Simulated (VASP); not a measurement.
**SiSn5: relaxation of cell and atoms with PBE**

The system is SiSn5.

```xyz
6
Lattice="10.2669 0.0000 0.0000 -5.1334 8.8914 0.0000 0.0000 0.0000 2.9320" Properties=species:S:1:pos:R:3 pbc="T T T"
Si    0.0000    0.0000    1.4660
Sn    0.0000    5.9276    1.4660
Sn    5.1334    2.9638    1.4660
Sn    5.1334    0.0000    1.4660
Sn   -2.5667    4.4457    1.4660
Sn    2.5667    4.4457    1.4660
```

The cell was generated, and may not be a known phase.

```yaml
Program: VASP 6.6.1
Task: relaxation of cell and atoms
Functional: PBE
Potentials_or_basis: VASP PAW PBE potentials, release 64 (Si, Sn_d)
Cutoff: 600 eV
k_mesh: 6 × 6 × 12
Occupations: gaussian, width 0.1 eV
Spin: no spin polarisation
Dipole_correction: no
Further_INCAR_settings: ALGO = Fast; EDIFF = 1e-06; IBRION = 2; EDIFFG = -0.01; NSW = 100; ISIF = 3
```

| Item | Value |
| --- | --- |
| Relaxed volume | 43.78 Å³/atom |
| Relaxed cell | a = 10.222 Å, b = 10.222 Å, c = 2.903 Å, α = 90.00°, β = 90.00°, γ = 120.00° |
| Space group after relaxing (to 0.1 Å) | P6/mmm (No. 191) |
| Energy gained by relaxing | 1.7 meV/atom |
| Ionic steps | 6 |
| Pressure after relaxing | 0.0 GPa |
| Band gap on the k mesh | zero (bands 37 and 38 overlap by 1.84 eV) |

Step by step:
```csv
step,energy change (eV),largest force (eV/Å),pressure (GPa),volume (Å³)
1,0.0000,0.0000,-0.52,267.65
2,-0.0089,0.0000,0.11,262.13
3,-0.0099,0.0000,-0.05,263.44
4,-0.0099,0.0000,-0.02,263.35
5,-0.0102,0.0000,0.00,262.84
6,-0.0102,0.0000,0.00,262.67
```

Final structure:
```cif
data_structure
_symmetry_space_group_name_H-M 'P 1'
_symmetry_Int_Tables_number 1
_cell_length_a 10.2216
_cell_length_b 10.2216
_cell_length_c 2.9030
_cell_angle_alpha 90.000
_cell_angle_beta 90.000
_cell_angle_gamma 120.000
_cell_volume 262.67
loop_
_atom_site_label
_atom_site_type_symbol
_atom_site_fract_x
_atom_site_fract_y
_atom_site_fract_z
_atom_site_occupancy
Si1 Si 0.00000 0.00000 0.50000 1
Sn1 Sn 0.33333 0.66667 0.50000 1
Sn2 Sn 0.66667 0.33333 0.50000 1
Sn3 Sn 0.50000 0.00000 0.50000 1
Sn4 Sn 0.00000 0.50000 0.50000 1
Sn5 Sn 0.50000 0.50000 0.50000 1
```

Levels at points of the mesh, in eV from the Fermi level:
```tsv
k point	band 35	band 36	band 37	band 38	band 39	band 40	band 41	band 42
(0.00, 0.00, 0.00)	-1.30	-0.40	-0.11	-0.11	0.28	0.28	1.90	3.32
(0.50, 0.00, 0.00)	-1.58	-0.65	-0.62	-0.36	-0.19	1.37	3.01	3.61
(0.00, 0.00, 0.50)	-2.18	-1.20	-0.75	-0.62	-0.62	1.72	1.72	2.64
(0.50, 0.00, 0.50)	-2.18	-1.77	-1.25	-0.53	1.27	1.49	1.63	1.97
```

It took 33 min on 1 thread of Oxide Virtual Turin-like Processor, on a shared host, peak memory 0.76 GiB.

Caveat: spin-orbit coupling is left out, which moves the levels of the heavy elements.
